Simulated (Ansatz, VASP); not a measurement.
## KScSe2: VASP beside Ansatz

File POSCAR:

```
KScSe2
1.0
    4.0925896746      0.0000000000      0.0000000000
    0.0000000000      4.0925896746      0.0000000000
    0.0000000000      0.0000000000     11.9396036836
K Se Sc
2 4 2
Direct
    0.5000000000      0.0000000000      0.8891082168
    0.0000000000      0.5000000000      0.1108917832
    0.5000000000      0.0000000000      0.1747567390
    0.0000000000      0.5000000000      0.3978283753
    0.5000000000      0.0000000000      0.6021716247
    0.0000000000      0.5000000000      0.8252432610
    0.5000000000      0.0000000000      0.3746775327
    0.0000000000      0.5000000000      0.6253224673
```

The input INCAR.step1:

```
SYSTEM = KScSe2
PREC = Accurate
ENCUT = 520
ISMEAR = 0
SIGMA = 0.01
LREAL = .False.
LASPH = .True.
NELM = 80
NBANDS = 42
GGA = PE
ALGO = Normal
EDIFF = 1E-4
LWAVE = .True.
LCHARG = .False.
```

File INCAR.step2:

```
SYSTEM = KScSe2
PREC = Accurate
ENCUT = 520
EDIFF = 1E-6
ISMEAR = 0
SIGMA = 0.01
LREAL = .False.
LASPH = .True.
NELM = 80
ALGO = Normal
ISIF = 2
LWAVE = .False.
LCHARG = .False.
METAGGA = R2SCAN
LMIXTAU = .True.
NBANDS = 42
ISTART = 1
```

The input KPOINTS:

```
regular mesh
0
Gamma
  6 6 2
  0 0 0
```

Input for Ansatz:

```yaml
crystal:
  lattice:
    - [4.0925896746, 0.0, 0.0]
    - [0.0, 4.0925896746, 0.0]
    - [0.0, 0.0, 11.9396036836]
  atoms:
    - { symbol: K, position: [0.5, 0.0, 0.8891082168] }
    - { symbol: Se, position: [0.5, 0.0, 0.174756739] }
    - { symbol: K, position: [0.0, 0.5, 0.1108917832] }
    - { symbol: Se, position: [0.0, 0.5, 0.3978283753] }
    - { symbol: Sc, position: [0.5, 0.0, 0.3746775327] }
    - { symbol: Se, position: [0.5, 0.0, 0.6021716247] }
    - { symbol: Sc, position: [0.0, 0.5, 0.6253224673] }
    - { symbol: Se, position: [0.0, 0.5, 0.825243261] }
kpoints:
  mp_grid: { grid: [6, 6, 2] }
hamiltonian:
  xc: r2scan
scf:
  occupations: { method: fixed }
  n_extra_bands: 6
output:
  forces: true
  stress: true
  eigenvalues: true
```

Alike in both runs: task single point; functional r2SCAN; k mesh 6 × 6 × 2; no spin polarisation.

```csv
,VASP,Ansatz
version,VASP 6.6.1,Ansatz 0.2.0
potentials or method,"VASP PAW PBE potentials, release 64 (K_sv, Se, Sc_sv)","plane waves, PAW"
plane-wave cutoff (eV),520,500
occupations,"gaussian, width 0.01 eV",fixed
valence electrons in the cell,64,104
```

Ansatz gave:

```
gap on the k mesh at the Fermi level (eV) : 0.56
pressure (GPa)                            : 3.5
rms of the force components (eV/Å)        : 0.180
```

Question: Estimate VASP's values.

Answer: gap on the k mesh at the Fermi level (eV): 0.56; pressure (GPa): 3.7; rms of the force components (eV/Å): 0.196.

VASP's potentials were made for PBE, not for r2SCAN. VASP's potentials hold 64 valence electrons a cell and Ansatz's 104, so a difference there can come from the potentials and not from the codes.
